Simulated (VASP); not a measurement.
Set up this calculation in VASP 6.6.1, as the native input.

| Property | Result |
| --- | --- |
| Task | single point |
| Functional | PBE |
| Potentials or basis | VASP PAW PBE potentials, release 64 (Te, Sn_d) |
| Cutoff | 520 eV |
| k mesh | 8 × 8 × 8 |
| Occupations | fermi-dirac, width 0.05 eV |
| Spin | no spin polarisation |
| Dipole correction | no |
| Further INCAR settings | ALGO = Fast; EDIFF = 1e-06; NBANDS = 32 |

The structure of Sn3Te lies in POSCAR:

```
Sn3Te
1.0
   -2.3009040000      2.3009040000      5.5164940000
    2.3009040000     -2.3009040000      5.5164940000
    2.3009040000      2.3009040000     -5.5164940000
Te Sn
1 3
Direct
    0.0000000000      0.0000000000      0.0000000000
    0.5000000000      0.5000000000      0.0000000000
    0.2500000000      0.7500000000      0.5000000000
    0.7500000000      0.2500000000      0.5000000000
```

One way to write it, as run:

INCAR

```
SYSTEM = Sn3Te
  PREC = Accurate
  ENCUT = 520
  EDIFF = 1E-6
  ISMEAR = -1
  SIGMA = 0.05
  LREAL = .FALSE.
  LASPH = .TRUE.
  NELM = 100
  ALGO = Fast
  ISIF = 2
  LWAVE = .FALSE.
  LCHARG = .FALSE.
  GGA = PE
  NBANDS = 32
```

KPOINTS

```
regular mesh
0
G
  8 8 8
  0 0 0
```

Potentials or basis: VASP PAW PBE potentials, release 64 (Te, Sn_d).

Run with:

```bash
$ cat potpaw_PBE.64/Te/POTCAR potpaw_PBE.64/Sn_d/POTCAR > POTCAR
$ mpirun -np 1 vasp_std > vasp.out
```

It gave:

The pressure is -0.5 GPa and the band gap on the k mesh is zero (bands 24 and 25 overlap by 0.91 eV).

Caveat: spin-orbit coupling is left out, which moves the levels of the heavy elements.

Run time: 4.9 min on 1 thread of Intel(R) Xeon(R) Platinum 8259CL CPU @ 2.50GHz (Skylake/Cascade Lake), with other jobs on the host, peak memory 0.43 GiB.
